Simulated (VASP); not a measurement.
# V (Im-3m) in VASP: further runs

The runs below take V through single point, with r2SCAN.

Everything below comes from runs of VASP 6.6.1. Logs are shortened: lines on timing, memory, paths and dates and some standing lists are left out, and cuts for length are marked.

### Step 1. The cell of the first run

The structure is cubic, space group Im-3m (No. 229). The conventional cell has a = 2.981 Å, b = 2.981 Å, c = 2.981 Å, α = 90.00°, β = 90.00°, γ = 90.00°. V (site symmetry m-3m) has 14 V at 2.58 to 2.98 Å within 3.4 Å.

### Step 2. Single point, r2SCAN, collinear spin, ferromagnetic start

POSCAR

```
V
1.0
   -1.4906949076      1.4906949076      1.4906949076
    1.4906949076     -1.4906949076      1.4906949076
    1.4906949076      1.4906949076     -1.4906949076
V
1
Direct
    0.0000000000      0.0000000000      0.0000000000
```

INCAR.step1

```
ALGO     = Normal         # electronic algorithm
EDIFF    = 1E-5           # SCF threshold, eV
ENCUT    = 550            # plane-wave cutoff, eV
GGA      = PE             # functional
GGA_COMPAT= F            
ISMEAR   = -1             # smearing method
ISPIN    = 2              # spin polarisation
LASPH    = T              # aspherical terms in the spheres
LCHARG   = F              # write CHGCAR
LMAXMIX  = 4              # l up to which the mixer works
LREAL    = F              # projectors in reciprocal space
LWAVE    = T              # write WAVECAR
MAGMOM   = 1              # initial moments
NBANDS   = 16             # bands
NELM     = 200            # most SCF steps
PREC     = Accurate       # precision mode
SIGMA    = 0.05           # smearing width, eV
```

INCAR.step2

```
ALGO     = Normal         # electronic algorithm
EDIFF    = 1E-6           # SCF threshold, eV
ENCUT    = 550            # plane-wave cutoff, eV
GGA_COMPAT= F            
ISIF     = 2              # what is computed and relaxed
ISMEAR   = -1             # smearing method
ISPIN    = 2              # spin polarisation
ISTART   = 1            
LASPH    = T              # aspherical terms in the spheres
LCHARG   = F              # write CHGCAR
LMAXMIX  = 4              # l up to which the mixer works
LMIXTAU  = T            
LORBIT   = 11             # projections on sites
LREAL    = F              # projectors in reciprocal space
LWAVE    = F              # write WAVECAR
MAGMOM   = 1              # initial moments
METAGGA  = R2SCAN         # meta-GGA
NBANDS   = 16             # bands
NELM     = 200            # most SCF steps
PREC     = Accurate       # precision mode
SIGMA    = 0.05           # smearing width, eV
```

KPOINTS

```
k-points
0
Gamma
  15 15 15
```

Potentials or basis: VASP PAW PBE potentials, release 64 (V_sv).

Run with:

```bash
cat potpaw_PBE.64/V_sv/POTCAR > POTCAR
cp INCAR.step1 INCAR
mpirun -np 1 vasp_std > vasp.out
cp INCAR.step2 INCAR
mpirun -np 1 vasp_std > vasp.out
```

OUTCAR:

```text
EDIFF = 1E-6
   ENCUT = 550
   ISIF = 2
   ISMEAR = -1
   ISPIN = 2
   ISTART = 1
   LASPH = T
   LORBIT = 11
   LREAL = F
   METAGGA = R2SCAN
   NELM = 200
   PREC = Accurate

 ion  position               nearest neighbor table
   1  0.000  0.000  0.000-

  LATTYP: Found a body centered cubic cell.
 ALAT       =     2.9813898152

  Lattice vectors:

 A1 = (  -1.4906949076,   1.4906949076,   1.4906949076)
 A2 = (   1.4906949076,  -1.4906949076,   1.4906949076)
 A3 = (   1.4906949076,   1.4906949076,  -1.4906949076)

Analysis of symmetry for initial positions (statically):
=====================================================================
 Subroutine PRICEL returns:
 Original cell was already a primitive cell.

 Routine SETGRP: Setting up the symmetry group for a
 body centered cubic supercell.

 Subroutine GETGRP returns: Found 48 space group operations
 (whereof 48 operations were pure point group operations)
 out of a pool of 48 trial point group operations.

The static configuration has the point symmetry O_h .

Analysis of symmetry for dynamics (positions and initial velocities):
=====================================================================
 Subroutine PRICEL returns:
 Original cell was already a primitive cell.

 Routine SETGRP: Setting up the symmetry group for a
 body centered cubic supercell.

 Subroutine GETGRP returns: Found 48 space group operations
 (whereof 48 operations were pure point group operations)
 out of a pool of 48 trial point group operations.

The dynamic configuration has the point symmetry O_h .

Analysis of structural, dynamic, and magnetic symmetry:
=====================================================================
 Subroutine PRICEL returns:
 Original cell was already a primitive cell.

 Routine SETGRP: Setting up the symmetry group for a
 body centered cubic supercell.

 Subroutine GETGRP returns: Found 48 space group operations
 (whereof 48 operations were pure point group operations)
 out of a pool of 48 trial point group operations.

The overall configuration has the point symmetry O_h .

 Subroutine INISYM returns: Found 48 space group operations
 (whereof 48 operations are pure point group operations),
 and found     1 'primitive' translations

----------------------------------------------------------------------------------------

                                     Primitive cell

  volume of cell :      13.2503

[... 93 lines left out ...]
   ISYM   =      2    0-nonsym 1-usesym 2-fastsym
   POTIM  = 0.5000    time-step for ionic-motion
   TEBEG  =    0.0;   TEEND  =   0.0 temperature during run
   PSTRESS=    0.0 pullay stress
   NELECT =      13.0000    total number of electrons
   NUPDOWN=      -1.0000    fix difference up-down
   EMIN   =  10.00;   EMAX   =-10.00  energy-range for DOS
   EFERMI =   0.00;   METHOD = LEGACY
   ISMEAR =    -1;   SIGMA  =   0.05  broadening in eV -4-tet -1-fermi 0-gaus
   EFERMI_NEDOS =   21; number of points for ismear=-14 and -15
   IALGO  =     38    algorithm
   IMIX   =      4    mixing-type and parameters
     AMIX     =   0.40;   BMIX     =  1.00
     AMIX_MAG =   1.60;   BMIX_MAG =  1.00
  volume/ion in A,a.u.               =      13.25        89.42
  Fermi-wavevector in a.u.,A,eV,Ry     =   1.626724  3.074062 36.004154  2.646231
  Thomas-Fermi vector in A             =   2.719636
   LORBIT       =     11    0 simple, 1 ext, 2 COOP (PROOUT), +10 PAW based schemes
   METAGGA = R2SCAN    functional components
   LHFCALC =     F    Hartree Fock is set to
   AEXX    =    0.0000 exact exchange contribution
   IVDW    =     0    specifies the selected vdW correction
   LEPSILON=     F    determine dielectric tensor
   LRPA    =     F    only Hartree local field effects (RPA)
 spin polarized calculation
  energy-cutoff  :      550.00
  volume of cell :       13.25
 maximum number of plane-waves:       402
   NGX =  9   NGY =  9   NGZ =  9

 number of electron      12.9999992 magnetization       0.0000384

 Free energy of the ion-electron system (eV)
  ---------------------------------------------------
  ext. energy  EPLUGINS =         0.00000000
  ---------------------------------------------------
  free energy    TOTEN  =       -14.13671832 eV

  energy without entropy =      -14.12420103  energy(sigma->0) =      -14.13045968

 E-fermi :   9.8801     XC(G=0): -14.1654

 val. band max:        9.8782646227   @ k =   0.3333   0.1333   0.0000
 cond. band min:       9.8921430628   @ k =   0.1333   0.0667   0.0000
 fundamental gap:      0.0138784400
 Fermi energy:         9.8801197683

 spin component 1

 k-point     1 :       0.0000    0.0000    0.0000
  band No.  band energies     occupation
      1     -56.4237      1.00000
      2     -28.5467      1.00000
      3     -28.5467      1.00000
      4     -28.5467      1.00000
      5       2.7735      1.00000
      6      10.3610      0.00007
[... 435 lines left out ...]
      5       7.3959      1.00000
      6       8.7379      1.00000
[... 8 lines left out ...]
     15      38.1464      0.00000
     16      43.2051      0.00000

 [... further k-points ...]

 spin component 2

 k-point     1 :       0.0000    0.0000    0.0000
  band No.  band energies     occupation
      1     -56.4236      1.00000
      2     -28.5467      1.00000
      3     -28.5467      1.00000
      4     -28.5467      1.00000
      5       2.7735      1.00000
      6      10.3611      0.00007
[... 435 lines left out ...]
      5       7.3959      1.00000
      6       8.7380      1.00000
[... 8 lines left out ...]
     15      38.1464      0.00000
     16      43.2052      0.00000

 [... further k-points ...]
[... 5 lines left out ...]
  --------------------------------------------------------------------------------------
  -------------------------------------------------------------------------------------
  Total        0.0584806      0.0584806      0.0584806     -0.0000000      0.0000000     -0.0000000
  in kB        7.0712471      7.0712471      7.0712471     -0.0000000      0.0000000     -0.0000000
  external PRESSURE =       7.0712471 kB  Pullay stress =       0.0000000 kB

 VOLUME and BASIS-vectors are now :
 -----------------------------------------------------------------------------
  energy-cutoff  :      550.00
  volume of cell :       13.25
      direct lattice vectors                 reciprocal lattice vectors
    -1.490694908  1.490694908  1.490694908     0.000000000  0.335414039  0.335414039
     1.490694908 -1.490694908  1.490694908     0.335414039  0.000000000  0.335414039
     1.490694908  1.490694908 -1.490694908     0.335414039  0.335414039  0.000000000

 POSITION                                       TOTAL-FORCE (eV/Angst)
 -----------------------------------------------------------------------------------
      0.00000      0.00000      0.00000         0.000000      0.000000      0.000000
 -----------------------------------------------------------------------------------
    total drift:                                0.000000     -0.000000      0.000000

  FREE ENERGIE OF THE ION-ELECTRON SYSTEM (eV)
  ---------------------------------------------------
  free  energy   TOTEN  =       -14.1367183248 eV

  energy  without entropy=      -14.1242010305  energy(sigma->0) =      -14.13045968

 total charge

# of ion       s       p       d       tot
------------------------------------------
    1        2.343   6.241   3.067  11.651

 magnetization (x)

# of ion       s       p       d       tot
------------------------------------------
    1        0.000   0.000   0.000   0.000
```

OSZICAR.step1:

```text
N       E                     dE             d eps       ncg     rms          rms(c)
DAV:   1     0.957989453298E+02    0.95799E+02   -0.70082E+03  7752   0.969E+02
DAV:   2    -0.859407686071E+01   -0.10439E+03   -0.10006E+03  8536   0.279E+02
DAV:   3    -0.102091756372E+02   -0.16151E+01   -0.16117E+01  8648   0.376E+01
DAV:   4    -0.102153641318E+02   -0.61885E-02   -0.61884E-02  9128   0.244E+00
DAV:   5    -0.102154169418E+02   -0.52810E-04   -0.52811E-04  8736   0.211E-01    0.191E+01
DAV:   6    -0.901071865568E+01    0.12047E+01   -0.14713E+00  7840   0.216E+01    0.217E+00
DAV:   7    -0.900360665164E+01    0.71120E-02   -0.44608E-02  8664   0.203E+00    0.142E+00
DAV:   8    -0.899972412661E+01    0.38825E-02   -0.37321E-03  8384   0.713E-01    0.940E-01
DAV:   9    -0.899847122291E+01    0.12529E-02   -0.12841E-03  8880   0.413E-01    0.168E-01
DAV:  10    -0.899872250689E+01   -0.25128E-03   -0.23262E-04  8408   0.162E-01    0.384E-02
DAV:  11    -0.899873705329E+01   -0.14546E-04   -0.15908E-05  7296   0.381E-02    0.134E-02
DAV:  12    -0.899873861482E+01   -0.15615E-05   -0.57640E-06  4552   0.244E-02
   1 F= -.89987386E+01 E0= -.89926281E+01  d E =-.122211E-01  mag=     0.0011
```

It took 5.3 min on 1 thread of Oxide Virtual Turin-like, shared host; peak memory 0.13 GiB.

Results:

- Free energy: -14.1367 eV
- Pressure: 0.7 GPa
- Net moment: 0.00 μB per cell
- Valence electrons inside the program's atomic spheres: V 11.65

Caveat: the moments typed at the start vanished in this run; the PAW data sets were made with another functional, which shifts forces and pressure a little.

### Step 3. Single point, r2SCAN, collinear spin, ferromagnetic start (11.66 Å³/atom)

This run uses another cell than the first one, of 11.66 Å³/atom.

POSCAR

```
V
1.0
   -1.4285090362      1.4285090362      1.4285090362
    1.4285090362     -1.4285090362      1.4285090362
    1.4285090362      1.4285090362     -1.4285090362
V
1
Direct
    0.0000000000      0.0000000000      0.0000000000
```

INCAR.step1

```
  ALGO = Normal
  EDIFF = 1E-5
  ENCUT = 550
  GGA = PE
  GGA_COMPAT = F
  ISMEAR = -1
  ISPIN = 2
  LASPH = T
  LCHARG = F
  LMAXMIX = 4
  LREAL = F
  LWAVE = T
  MAGMOM = 1
  NBANDS = 16
  NELM = 200
  PREC = Accurate
  SIGMA = 0.05
```

INCAR.step2

```
  ALGO = Normal
  EDIFF = 1E-6
  ENCUT = 550
  GGA_COMPAT = F
  ISIF = 2
  ISMEAR = -1
  ISPIN = 2
  ISTART = 1
  LASPH = T
  LCHARG = F
  LMAXMIX = 4
  LMIXTAU = T
  LORBIT = 11
  LREAL = F
  LWAVE = F
  MAGMOM = 1
  METAGGA = R2SCAN
  NBANDS = 16
  NELM = 200
  PREC = Accurate
  SIGMA = 0.05
```

KPOINTS

```
k-points
0
Gamma
  24 24 24
```

Potentials or basis: VASP PAW PBE potentials, release 64 (V_sv).

Run with:

```bash
cat potpaw_PBE.64/V_sv/POTCAR > POTCAR
cp INCAR.step1 INCAR
mpirun -np 1 vasp_std > vasp.out
cp INCAR.step2 INCAR
mpirun -np 1 vasp_std > vasp.out
```

Wall time 17 min (1 thread of Oxide Virtual Turin-like, shared host); peak memory 0.2 GiB.

Results (log left out):

| Property | Result |
| --- | --- |
| Free energy | -13.9828 eV |
| Pressure | 32.8 GPa |
| Net moment | 0.00 μB per cell |
| Valence electrons inside the program's atomic spheres | V 11.91 |

Levels at points of the mesh, in eV from the Fermi level:
Spin up:
```csv
k point,band 3,band 4,band 5,band 6,band 7,band 8,band 9,band 10,band 11,band 12
"(0.00, 0.00, 0.00)",-38.01,-38.01,-7.32,0.50,0.50,0.50,3.08,3.08,22.37,22.37
"(0.50, 0.00, 0.00)",-38.45,-38.03,-3.90,-1.48,2.17,3.11,3.58,5.15,12.61,17.58
"(0.50, 0.50, 0.50)",-38.98,-38.98,-3.90,-3.90,4.65,4.65,4.65,12.18,12.18,12.18
```
Spin down:
| k point | band 4 | band 5 | band 6 | band 7 | band 8 | band 9 | band 10 | band 11 |
| --- | --- | --- | --- | --- | --- | --- | --- | --- |
| (0.00, 0.00, 0.00) | -38.01 | -7.32 | 0.50 | 0.50 | 0.50 | 3.08 | 3.08 | 22.37 |
| (0.50, 0.00, 0.00) | -38.03 | -3.90 | -1.48 | 2.17 | 3.11 | 3.58 | 5.15 | 12.61 |
| (0.50, 0.50, 0.50) | -38.98 | -3.90 | -3.90 | 4.65 | 4.65 | 4.65 | 12.18 | 12.18 |

Caveat: the cell stands under pressure; the moments typed at the start vanished in this run; the PAW data sets were made with another functional, which shifts forces and pressure a little.
